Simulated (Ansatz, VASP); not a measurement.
BAs in VASP and in Ansatz

```
B As
1.0
     0.00000    2.41239    2.38850
     2.41239    0.00000    2.38850
     2.41239    2.41239    0.00000
B As
1 1
Direct
  0.00000 0.00000 0.00000
  0.75000 0.75000 0.75000
```

Change from the starting cell: equal xx and yy strain of +1 %.

Alike in both runs: task single point; functional PBE; k mesh 15 × 15 × 15; occupations fermi-dirac, width 0.03 eV; no spin polarisation.

```csv
,VASP,Ansatz
version,VASP 6.6.1,Ansatz 0.2.0
potentials or method,"VASP PAW PBE potentials, release 64 (B, As), cutoff 520 eV","all-electron LAPW, scalar-relativistic"
```

```tsv
	VASP	Ansatz	Ansatz less VASP
pressure (GPa)	0.6	0.0	-0.63
traceless stress, the component that is largest in VASP (GPa)	1.32	1.33	+0.007
```

Ansatz ran all-electron here, and VASP with PAW potentials.
